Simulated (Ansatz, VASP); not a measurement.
# Two plane-wave programs on HfO2

INCAR

```
SYSTEM = HfO2
PREC     = Accurate       ! precision mode
ENCUT    = 520            ! plane-wave cutoff, eV
EDIFF    = 1E-7           ! SCF threshold, eV
ISMEAR   = 0              ! smearing method
SIGMA    = 0.05           ! smearing width, eV
LREAL    = .FALSE.        ! projectors in reciprocal space
LASPH    = .TRUE.         ! aspherical terms in the spheres
NELM     = 80             ! most SCF steps
ALGO     = Normal         ! electronic algorithm
ISIF     = 2              ! what is computed and relaxed
LWAVE    = .FALSE.        ! write WAVECAR
LCHARG   = .FALSE.        ! write CHGCAR
GGA      = PE             ! functional
NBANDS   = 31             ! bands
```

KPOINTS

```
Automatic mesh
0
G
  6 6 6
  0 0 0
```

Contents of POSCAR:

```
HfO2
1.0
    0.0000000000     -2.5489194559     -2.5489194559
    0.0000000000      2.5489194559     -2.5489194559
    5.0978389119      0.0000000000      0.0000000000
Hf O
2 4
Direct
    0.5102788654      0.4897211346      0.5000000000
   -0.0102788654      0.0102788654      0.0000000000
    0.0000749786      0.5000749786      0.6807942040
    0.4999250214     -0.0000749786      0.3192057960
    0.0000749786      0.5000749786      0.1807942040
    0.4999250214     -0.0000749786      0.8192057960
```

Input for Ansatz:

```yaml
crystal:
  lattice:
    - [0.0, -2.5489194559, -2.5489194559]
    - [0.0, 2.5489194559, -2.5489194559]
    - [5.0978389119, 0.0, 0.0]
  atoms:
    - { symbol: Hf, position: [0.5102788654, 0.4897211346, 0.5] }
    - { symbol: Hf, position: [-0.0102788654, 0.0102788654, 0.0] }
    - { symbol: O, position: [7.49786e-05, 0.5000749786, 0.680794204] }
    - { symbol: O, position: [0.4999250214, -7.49786e-05, 0.319205796] }
    - { symbol: O, position: [7.49786e-05, 0.5000749786, 0.180794204] }
    - { symbol: O, position: [0.4999250214, -7.49786e-05, 0.819205796] }
basis:
  ecutwfc: 520.0
kpoints:
  mp_grid: { grid: [6, 6, 6] }
hamiltonian:
  xc: pbe
  pseudopotentials: { kind: paw, azcp: { folder: soft_1 } }
scf:
  occupations: { method: gaussian, width: 0.05 }
output:
  forces: true
  stress: true
  eigenvalues: true
```

Change from the starting cell: mode 1 frozen in at -0.353 Å and mode 5 at -0.052 Å (largest displacements).

Alike in both runs: task single point; functional PBE; k mesh 6 × 6 × 6; occupations gaussian, width 0.05 eV; no spin polarisation.

```csv
,VASP,Ansatz
version,VASP 6.6.1,Ansatz 0.2.0
potentials or method,"VASP PAW PBE potentials, release 64 (Hf_pv, O), cutoff 520 eV","scalar-relativistic, plane waves, PAW"
valence electrons in the cell,44,76
```

|  | VASP | Ansatz | Ansatz less VASP |
| --- | --- | --- | --- |
| gap on the k mesh at the Fermi level (eV) | 4.39 | 4.43 | +0.045 |
| least direct gap on the mesh (eV) | 4.50 | 4.54 | +0.041 |
| pressure (GPa) | 8.3 | 11.6 | +3.33 |
| traceless stress, the component that is largest in VASP (GPa) | 7.62 | 7.29 | -0.334 |
| rms of the force components (eV/Å) | 0.468 | 0.485 | +0.0172 |

Atom by atom the forces differ by 0.024 eV/Å (rms over components). VASP's potentials hold 44 valence electrons a cell and Ansatz's 76, so a difference there can come from the potentials and not from the codes.

Spin-orbit coupling is off throughout.
